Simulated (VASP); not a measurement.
Here is a VASP 6.6.1 calculation.

INCAR

```
  PREC = Accurate
  ENCUT = 520
  EDIFF = 1E-6
  ISMEAR = -1
  SIGMA = 0.0857
  LREAL = False
  LASPH = True
  NELM = 100
  ALGO = Fast
  ISIF = 2
  LWAVE = False
  LCHARG = False
  GGA = PS
  NBANDS = 44
```

Contents of KPOINTS:

```
Automatic mesh
0
Gamma
  4 4 5
  0.5 0.5 0
```

The input POSCAR:

```
SrHg5
1.0
    6.3840069600     -0.0040706200      0.0000457100
   -3.1955285700      5.5290382800     -0.0010829200
    0.0000355600     -0.0009437500      4.9224615400
Hg Sr
5 1
Direct
    0.3081220000      0.6807540000      0.0374810000
    0.6646780000      0.3100560000      0.9936530000
    0.5231600000      0.0174950000      0.5019750000
    0.5211750000      0.5104610000      0.5199220000
    0.9908250000      0.4962320000      0.4619360000
    0.9950830000      0.9527230000      0.0115630000
```

Potentials or basis: VASP PAW PBE potentials, release 64 (Hg, Sr_sv).

Launch:

```console
$ cat potpaw_PBE.64/Hg/POTCAR potpaw_PBE.64/Sr_sv/POTCAR > POTCAR
$ mpirun -np 1 vasp_std > vasp.out
```

(1) What does it give for the largest force?

(2) Predict the pressure.

(3) Predict the band gap on the k mesh.

Answers

(1) 1.210 eV/Å.

(2) -1.5 GPa.

(3) zero (bands 35 and 36 overlap by 0.69 eV).

Caveat: the PAW data sets were made with another functional, which shifts forces and pressure a little; spin-orbit coupling is left out, which moves the levels of the heavy elements.
